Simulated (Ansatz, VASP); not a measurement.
## One calculation of Hf3F, two programs

```
Hf F
1.0
     3.08291    0.00000    0.00000
     0.00000    3.08291    0.00000
     0.00000    0.00000   21.09278
Hf F
3 1
Direct
  0.50000 0.50000 0.18964
  0.00000 0.00000 0.28673
  0.50000 0.50000 0.38368
  0.87500 0.87500 0.45052
```

Alike in both runs: task single point; functional LDA; k mesh 9 × 9 × 1; occupations gaussian, width 0.1 eV; no spin polarisation.

|  | VASP | Ansatz |
| --- | --- | --- |
| version | VASP 6.6.1 | Ansatz 0.2.0 |
| potentials or method | VASP PAW LDA potentials, release 64 (Hf_pv, F), cutoff 520 eV | scalar-relativistic, plane waves, PAW |
| valence electrons in the cell | 37 | 85 |

|  | VASP | Ansatz | Ansatz less VASP |
| --- | --- | --- | --- |
| gap on the k mesh at the Fermi level (eV) | none | none | - |
| rms of the force components (eV/Å) | 0.621 | 0.592 | -0.0295 |
| work function, face that differs most (eV) | 5.24 | 5.21 | -0.033 |

LDA's correlation is that of Perdew and Zunger in VASP and of Perdew and Wang (1992) in Ansatz. Atom by atom the forces differ by 0.033 eV/Å (rms over components). A gap of «none» marks a metal or a gap that the smearing closes. VASP's potentials hold 37 valence electrons a cell and Ansatz's 85, so a difference there can come from the potentials and not from the codes.

Neither program's run includes spin-orbit coupling.
